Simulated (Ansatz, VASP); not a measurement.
## TaAl5B: VASP beside Ansatz

```
CELL_PARAMETERS angstrom
3.21353 0.00000 0.00000
0.00000 3.21353 0.00000
0.00000 0.00000 10.62380
ATOMIC_POSITIONS crystal
Ta 0.00000 0.00000 0.00000
Al 0.50000 0.50000 0.80283
Al 0.50000 0.50000 0.19717
Al 0.00000 0.00000 0.65427
Al 0.00000 0.00000 0.34573
Al 0.50000 0.50000 0.50000
B 0.50000 0.50000 0.00000
```

Alike in both runs: functional PBE; k mesh 5 × 5 × 2; occupations gaussian, width 0.2 eV; no spin polarisation.

Ansatz relaxed the structure, and its values are those at the end. VASP's run is a single point on that final structure, the one shown.

|  | VASP | Ansatz |
| --- | --- | --- |
| version | VASP 6.6.1 | Ansatz 0.2.0 |
| potentials or method | VASP PAW PBE potentials, release 64 (Ta_pv, Al, B), cutoff 500 eV | scalar-relativistic, plane waves, PAW |
| valence electrons in the cell | 29 | 31 |

|  | VASP | Ansatz | Ansatz less VASP |
| --- | --- | --- | --- |
| gap on the k mesh at the Fermi level (eV) | none | none | - |
| pressure (GPa) | -0.2 | -0.2 | -0.04 |
| rms of the force components (eV/Å) | 0.004 | 0.004 | +0.0003 |

A gap of «none» marks a metal or a gap that the smearing closes. The functional is the same, so the differences come from potentials, cutoffs and numerics. VASP's potentials hold 29 valence electrons a cell and Ansatz's 31, so a difference there can come from the potentials and not from the codes.

The k mesh is coarse, so the values compare programs but aren't converged. Spin-orbit coupling is off throughout.
